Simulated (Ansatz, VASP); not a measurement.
# Two plane-wave programs on LiFeN

Contents of INCAR:

```
PREC = Accurate
ENCUT = 520
EDIFF = 1E-7
ISMEAR = -1
SIGMA = 0.05
LREAL = F
LASPH = T
NELM = 150
ALGO = Normal
ISIF = 2
LWAVE = F
LCHARG = T
ISPIN = 2
MAGMOM = 3 0 0
LORBIT = 11
LMAXMIX = 4
LDAU = T
LDAUTYPE = 2
LDAUL = 2 -1 -1
LDAUU = 2 0 0
LDAUJ = 0 0 0
LDAUPRINT = 1
GGA = PE
LELF = T
LVHAR = T
NBANDS = 19
```

File KPOINTS:

```
regular mesh
0
Gamma
  10 10 7
```

The input POSCAR:

```
LiFeN
1.0
    3.1006003459      0.0000000000      0.0000000000
   -1.5503001729      2.6851986665      0.0000000000
    0.0000000000      0.0000000000      4.1453390000
Fe N Li
1 1 1
Direct
    0.3333333333      0.6666666667      0.5000000000
    0.0000000000      0.0000000000      0.5000000000
    0.0000000000      0.0000000000      0.0000000000
```

File input.yaml:

```yaml
crystal:
  lattice:
    - [3.1006003459, 0.0, 0.0]
    - [-1.5503001729, 2.6851986665, 0.0]
    - [0.0, 0.0, 4.145339]
  atoms:
    - { symbol: Fe, position: [0.3333333333, 0.6666666667, 0.5], spin: 3.0 }
    - { symbol: "N", position: [0.0, 0.0, 0.5] }
    - { symbol: Li, position: [0.0, 0.0, 0.0] }
hamiltonian:
  xc: pbe
  pseudopotentials: { kind: paw }
  hubbard: { sites: [{ species: Fe, l: d, u_eff: 2.0 }] }
magnetization:
  spin_polarized: true
kpoints:
  mp_grid: { grid: [10, 10, 7] }
scf:
  occupations: { method: fermi_dirac, width: 0.05 }
  n_extra_bands: 7
output:
  forces: true
  stress: true
  eigenvalues: true
  dos: { projected: true, de: 0.05, nscf_kmesh: { grid: [15, 15, 11] } }
  write_density: true
  write_potential: true
  elf: true
  volumetric_format: npy
```

Alike in both runs: functional PBE; k mesh 10 × 10 × 7; occupations fermi-dirac, width 0.05 eV; collinear spin; Hubbard terms Fe d U = 2.0 eV.

```csv
,VASP,Ansatz
version,VASP 6.6.1,Ansatz 0.2.0
potentials or method,"VASP PAW PBE potentials, release 64 (Fe, N, Li_sv)",Ansatz PAW
plane-wave cutoff (eV),520,420
valence electrons in the cell,16,24
task,single point,projected density of states
```

VASP gave:

| Item | Value |
| --- | --- |
| gap on the k mesh at the Fermi level (eV) | none |
| net moment per atom (μB) | 0.95 |
| size of the moment on the site where the two differ most (μB) | 2.77 |

Q: What did Ansatz give for the same quantities?

A: gap on the k mesh at the Fermi level (eV): none; net moment per atom (μB): 0.95; size of the moment on the site where the two differ most (μB): 2.35.

Site moments also hang on the region over which each program counts them. The programs project onto different local orbitals, so the same U acts differently, and such runs can settle in different states. A gap of «none» marks a metal or a gap that the smearing closes. VASP's potentials hold 16 valence electrons a cell and Ansatz's 24, so a difference there can come from the potentials and not from the codes.

Noted on VASP's run: the cutoff is under 1.25 times that of the potentials, so the pressure is a little rough. Noted on Ansatz's run: the magnetic or orbital state may not be the lowest.
